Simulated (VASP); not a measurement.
Input of a VASP 6.6.1 run:

Contents of INCAR:

```
ALGO = Normal
DIPOL = 0.5 0.5 0.500
EDIFF = 1E-6
ENCUT = 520
GGA = PE
IDIPOL = 3
ISIF = 2
ISMEAR = 0
LASPH = True
LCHARG = False
LDIPOL = True
LREAL = False
LWAVE = False
NBANDS = 33
NELM = 100
PREC = Accurate
SIGMA = 0.1
```

KPOINTS

```
k-points
0
Gamma
  9 9 1
```

Contents of POSCAR:

```
TaN
1.0
    3.1228193035      0.0000000000      0.0000000000
    0.0000000000      3.1228193035      0.0000000000
    0.0000000000      0.0000000000     18.4163334119
Ta N
3 3
Direct
    0.0000000000      0.0000000000      0.3800973757
    0.5000000000      0.5000000000      0.5017583722
    0.0000000000      0.0000000000      0.6122005747
    0.5000000000      0.5000000000      0.3800973757
    0.0000000000      0.0000000000      0.4963137001
    0.5000000000      0.5000000000      0.6293782255
```

Potentials or basis: VASP PAW PBE potentials, release 64 (Ta_pv, N).

Run with:

```console
$ cat potpaw_PBE.64/Ta_pv/POTCAR potpaw_PBE.64/N/POTCAR > POTCAR
$ mpirun -np 1 vasp_std > vasp.out
```

Question: Predict the band gap on the k mesh.

Answer: Zero (bands 24 and 25 overlap by 1.63 eV).

Question: Estimate the largest force.

Answer: 1.085 eV/Å.

Forces on the atoms (eV/Å):
```
Ta   0.000  0.000  1.026
Ta   0.000  0.000  0.012
Ta   0.000  0.000  0.031
N    0.000  0.000 -1.085
N    0.000  0.000 -0.008
N    0.000  0.000  0.024
```

Caveat: spin-orbit coupling is left out, which moves the levels of the heavy elements.
